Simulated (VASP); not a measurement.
CdTe:

```
Te Cd
1.0
     0.00000    3.20500    3.20500
     3.20500    0.00000    3.20500
     3.20500    3.20500    0.00000
Te Cd
1 1
Direct
  0.75000 0.75000 0.75000
  0.00000 0.00000 0.00000
```

* Program: VASP 6.6.1
* Task: relaxation of cell and atoms
* Functional: PBE
* Potentials or basis: VASP PAW PBE potentials, release 64 (Te, Cd)
* Cutoff: 600 eV
* k mesh: 7 × 7 × 7
* Occupations: fermi-dirac, width 0.05 eV
* Spin: no spin polarisation

At the start: pressure 4.4 GPa; volume 32.92 Å³/atom.

Task: How do energy, volume and symmetry change on relaxing?

Result: Over 3 steps the energy falls by 42.0 meV/atom and the volume is 36.30 Å³/atom (+10.3 %); space group F-43m (No. 216, to 0.05 Å).

The path:
```tsv
step	energy change (eV)	largest force (eV/Å)	pressure (GPa)	volume (Å³)
1	0.0000	0.0000	4.36	65.84
2	-0.0778	0.0000	-0.93	74.75
3	-0.0841	0.0000	0.02	72.61
```

Final structure:
```
Te Cd
1.0
     0.00000    3.31122    3.31122
     3.31122    0.00000    3.31122
     3.31122    3.31122    0.00000
Te Cd
1 1
Direct
  0.75000 0.75000 0.75000
  0.00000 0.00000 0.00000
```

Caveat: the volume moved by +10 % from the deposited cell, more than functionals usually miss.
